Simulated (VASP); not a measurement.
# CuO in VASP: further runs

Runs on CuO. Level: PBE. Tasks: single point.

Everything below comes from runs of VASP 6.6.1. Logs are shortened: lines on timing, memory, paths and dates and some standing lists are left out, and cuts for length are marked.

**1. The cell of the first run**

The typed cell holds 4 atoms: a = 4.179 Å, b = 5.151 Å, c = 2.949 Å, α = 90.00°, β = 44.87°, γ = 90.00°.

**2. Single point, PBE**

INCAR reads:

```
SYSTEM = CuO
PREC = Accurate ; ENCUT = 520
EDIFF = 1E-6 ; ISMEAR = 0
SIGMA = 0.1 ; LREAL = .FALSE.
LASPH = .TRUE. ; NELM = 80
ALGO = Normal ; ISIF = 2
LWAVE = .FALSE. ; LCHARG = .FALSE.
GGA = PE ; NBANDS = 25
```

KPOINTS reads:

```
Automatic mesh
0
G
  8 7 16
  0 0 0
```

POSCAR reads:

```
CuO
1.0
    4.1792549719      0.0000000000      0.0000000000
    0.0001997764      5.1513320424      0.0000000000
    2.0896274859      0.0000000000      2.0804492500
Cu O
2 2
Direct
    0.5057500000      0.0018500000      0.5000000000
    1.0057500000      0.5018500000      0.5000000000
    0.5057615501      0.2518500000      0.9999768998
    0.5057384499      0.7518500000      0.0000231002
```

Potentials or basis: VASP PAW PBE potentials, release 64 (Cu, O).

Started as:

```console
cat potpaw_PBE.64/Cu/POTCAR potpaw_PBE.64/O/POTCAR > POTCAR
mpirun -np 1 vasp_std > vasp.out
```

OUTCAR:

```text
SYSTEM = CuO
   PREC = Accurate
   ENCUT = 520
   EDIFF = 1E-6
   ISMEAR = 0
   LREAL = .FALSE.
   LASPH = .TRUE.
   NELM = 80
   ISIF = 2
   GGA = PE

 ion  position               nearest neighbor table
   1  0.506  0.002  0.500-   3 1.96   4 1.96   4 1.96   3 1.96
   2  0.006  0.502  0.500-   4 1.96   3 1.96   3 1.96   4 1.96
   3  0.506  0.252  1.000-   1 1.96   2 1.96   1 1.96   2 1.96
   4  0.506  0.752  0.000-   1 1.96   2 1.96   1 1.96   2 1.96

  LATTYP: Found a base centered monoclinic cell.
 ALAT       =     4.1792549719
 B/A-ratio  =     0.9956077167
 C/A-ratio  =     1.2325957810
 COS(beta)  =    -0.0000387815

  Lattice vectors:

 A1 = (  -2.0896274859,   0.0000000000,  -2.0804492500)
 A2 = (  -2.0896274860,   0.0000000000,   2.0804492500)
 A3 = (   0.0001997764,   5.1513320424,   0.0000000000)

Analysis of symmetry for initial positions (statically):
=====================================================================
 Subroutine PRICEL returns:
 Original cell was already a primitive cell.

 Routine SETGRP: Setting up the symmetry group for a
 base centered monoclinic supercell.

 Subroutine GETGRP returns: Found  4 space group operations
 (whereof  1 operations were pure point group operations)
 out of a pool of  4 trial point group operations.

The static configuration has the point symmetry C_1 .
 The point group associated with its full space group is C_2h.

Analysis of symmetry for dynamics (positions and initial velocities):
=====================================================================
 Subroutine PRICEL returns:
 Original cell was already a primitive cell.

 Routine SETGRP: Setting up the symmetry group for a
 base centered monoclinic supercell.

 Subroutine GETGRP returns: Found  4 space group operations
 (whereof  1 operations were pure point group operations)
 out of a pool of  4 trial point group operations.

The dynamic configuration has the point symmetry C_1 .
 The point group associated with its full space group is C_2h.

 Subroutine INISYM returns: Found  4 space group operations
 (whereof  1 operations are pure point group operations),
 and found     1 'primitive' translations

----------------------------------------------------------------------------------------

                                     Primitive cell

  volume of cell :      44.7894

  direct lattice vectors                    reciprocal lattice vectors
     4.179254972  0.000000000  0.000000000     0.239277098 -0.000009280 -0.240332707
     0.000199776  5.151332042  0.000000000     0.000000000  0.194124547  0.000000000
     2.089627486  0.000000000  2.080449250     0.000000000  0.000000000  0.480665414

[... 91 lines left out ...]
   IBRION =     -1    ionic relax: 0-MD 1-quasi-New 2-CG
   NFREE  =      0    steps in history (QN), initial steepest desc. (CG)
   ISIF   =      2    stress and relaxation
   ISYM   =      2    0-nonsym 1-usesym 2-fastsym
   POTIM  = 0.5000    time-step for ionic-motion
   TEBEG  =    0.0;   TEEND  =   0.0 temperature during run
   PSTRESS=    0.0 pullay stress
   NELECT =      34.0000    total number of electrons
   NUPDOWN=      -1.0000    fix difference up-down
   EMIN   =  10.00;   EMAX   =-10.00  energy-range for DOS
   EFERMI =   0.00;   METHOD = LEGACY
   ISMEAR =     0;   SIGMA  =   0.10  broadening in eV -4-tet -1-fermi 0-gaus
   EFERMI_NEDOS =   21; number of points for ismear=-14 and -15
   IALGO  =     38    algorithm
   IMIX   =      4    mixing-type and parameters
     AMIX     =   0.40;   BMIX     =  1.00
     AMIX_MAG =   1.60;   BMIX_MAG =  1.00
  volume/ion in A,a.u.               =      11.20        75.56
  Fermi-wavevector in a.u.,A,eV,Ry     =   1.493399  2.822116 30.344279  2.230242
  Thomas-Fermi vector in A             =   2.605805
   LORBIT       =      0    0 simple, 1 ext, 2 COOP (PROOUT), +10 PAW based schemes
   GGA     = PE    functional components
   LHFCALC =     F    Hartree Fock is set to
   AEXX    =    0.0000 exact exchange contribution
   IVDW    =     0    specifies the selected vdW correction
   LEPSILON=     F    determine dielectric tensor
   LRPA    =     F    only Hartree local field effects (RPA)
 non-spin polarized calculation
 Gauss-broadening in eV      SIGMA  =   0.10
  energy-cutoff  :      520.00
  volume of cell :       44.79
 maximum number of plane-waves:      1227
   NGX = 15   NGY = 19   NGZ = 11

 number of electron      33.9999986 magnetization

 Free energy of the ion-electron system (eV)
  ---------------------------------------------------
  ext. energy  EPLUGINS =         0.00000000
  ---------------------------------------------------
  free energy    TOTEN  =       -19.73836211 eV

  energy without entropy =      -19.72827502  energy(sigma->0) =      -19.73331856

 E-fermi :   4.7763     XC(G=0): -11.2570

 val. band max:        4.7618171266   @ k =   0.3750   0.1429   0.0000
 cond. band min:       4.7869113783   @ k =  -0.3750   0.1429   0.0625
 fundamental gap:      0.0250942517
 Fermi energy:         4.7763099852

 k-point     1 :       0.0000    0.0000    0.0000
  band No.  band energies     occupation
      1     -14.9484      2.00000
      2     -13.6551      2.00000
      3      -3.2350      2.00000
      4      -0.6023      2.00000
      5      -0.5933      2.00000
      6       1.0890      2.00000
[... 661 lines left out ...]
     24      17.9851      0.00000
     25      19.8421      0.00000

 [... further k-points ...]

------------------------ aborting loop because EDIFF is reached ----------------------------------------

  FORCE on cell =-STRESS in cart. coord.  units (eV):
  Direction    XX          YY          ZZ          XY          YZ          ZX
  --------------------------------------------------------------------------------------
  -------------------------------------------------------------------------------------
  Total        0.1471685      0.2625864      0.1633858     -0.0000222      0.0000000     -0.0000000
  in kB        5.2644115      9.3930629      5.8445257     -0.0007959      0.0000000     -0.0000000
  external PRESSURE =       6.8340001 kB  Pullay stress =       0.0000000 kB

 VOLUME and BASIS-vectors are now :
 -----------------------------------------------------------------------------
  energy-cutoff  :      520.00
  volume of cell :       44.79
      direct lattice vectors                 reciprocal lattice vectors
     4.179254972  0.000000000  0.000000000     0.239277098 -0.000009280 -0.240332707
     0.000199776  5.151332042  0.000000000     0.000000000  0.194124547  0.000000000
     2.089627486  0.000000000  2.080449250     0.000000000  0.000000000  0.480665414

 POSITION                                       TOTAL-FORCE (eV/Angst)
 -----------------------------------------------------------------------------------
      3.15847      0.00953      1.04022        -0.000000      0.000000      0.000000
      1.06894      2.58520      1.04022         0.000000      0.000000      0.000000
      4.20334      1.29736      2.08040        -0.000000      0.000000      0.000031
      2.11381      3.87303      0.00005         0.000000      0.000000     -0.000031
 -----------------------------------------------------------------------------------
    total drift:                                0.000095     -0.000272      0.000097

  FREE ENERGIE OF THE ION-ELECTRON SYSTEM (eV)
  ---------------------------------------------------
  free  energy   TOTEN  =       -19.7383621121 eV

  energy  without entropy=      -19.7282750159  energy(sigma->0) =      -19.73331856
```

Wall time 1.9 min (1 thread of Intel Xeon 6975P-C (Granite Rapids), shared host); peak memory 0.35 GiB.

What came out:

```yaml
Free_energy: -19.7384 eV
Pressure: 0.7 GPa
Band_gap_on_the_k_mesh: zero (bands 17 and 18 overlap by 0.99 eV)
```

Levels at points of the mesh, in eV from the Fermi level:
| k point | band 14 | band 15 | band 16 | band 17 | band 18 | band 19 | band 20 | band 21 |
| --- | --- | --- | --- | --- | --- | --- | --- | --- |
| (0.00, 0.00, 0.00) | -2.37 | -2.28 | -1.90 | 0.65 | 0.66 | 1.38 | 6.08 | 7.25 |
| (0.50, 0.00, 0.00) | -1.88 | -1.58 | -1.50 | 0.20 | 0.45 | 3.74 | 5.81 | 6.41 |
| (0.00, 0.00, 0.50) | -2.35 | -1.62 | -1.21 | -1.21 | 1.10 | 2.16 | 7.20 | 9.73 |

Caveat: semilocal functionals often make such compounds metallic where correlation or magnetic order opens a gap, which also shifts bond lengths.

**3. Single point, PBE**

This run uses another cell than the first one, of the same volume but with other edges.

INCAR reads:

```
SYSTEM = CuO
ALGO = Normal
EDIFF = 1E-6
ENCUT = 520
GGA = PE
ISIF = 2
ISMEAR = 0
LASPH = .True.
LCHARG = .False.
LREAL = .False.
LWAVE = .False.
NBANDS = 25
NELM = 100
PREC = Accurate
SIGMA = 0.1
```

KPOINTS reads:

```
k-points
0
Gamma
  8 8 4
  0 0 0
```

POSCAR reads:

```
CuO
1.0
    2.1091142240     -2.0487078643      0.1682943099
    2.1091142240      2.0487078643      0.1682943099
   -0.4109454641      0.0000000000      5.1402591225
Cu O
2 2
Direct
   -0.0057467471      0.4942521366      0.0018493546
    0.4942521366     -0.0057467471      0.5018493546
    0.4943481869      0.4941464236      0.2518506454
    0.4941464236      0.4943481869      0.7518506454
```

Potentials or basis: VASP PAW PBE potentials, release 64 (Cu, O).

Started as:

```console
cat potpaw_PBE.64/Cu/POTCAR potpaw_PBE.64/O/POTCAR > POTCAR
mpirun -np 1 vasp_std > vasp.out
```

It took 56 s on 1 thread of Intel Xeon Platinum 8488C (Sapphire Rapids), shared host; peak memory 0.2 GiB.

Results (log left out):

- Free energy: -19.7450 eV
- Pressure: 0.8 GPa
- Band gap on the k mesh: zero (bands 17 and 18 overlap by 1.14 eV)

Stress tensor (GPa, compression positive):
```
 0.54  0.00 -0.05
 0.00  0.95  0.00
-0.05  0.00  1.00
```

Levels at points of the mesh, in eV from the Fermi level:
```tsv
k point	band 14	band 15	band 16	band 17	band 18	band 19	band 20	band 21
(0.00, 0.00, 0.00)	-2.39	-2.30	-1.92	0.60	0.68	1.36	6.07	7.23
(0.50, 0.00, 0.00)	-1.90	-1.59	-1.52	0.18	0.44	3.71	5.82	6.39
(0.50, 0.50, 0.00)	-2.36	-1.64	-1.24	-1.21	1.08	2.15	7.18	9.50
(0.00, 0.00, 0.50)	-2.28	-1.57	-1.57	0.08	0.08	3.43	3.43	11.57
(0.50, 0.00, 0.50)	-2.36	-2.03	-1.84	-0.21	0.64	4.31	5.83	8.22
(0.50, 0.50, 0.50)	-1.91	-1.44	-1.44	-0.54	-0.54	4.00	4.00	10.28
```

Caveat: semilocal functionals often make such compounds metallic where correlation or magnetic order opens a gap, which also shifts bond lengths.
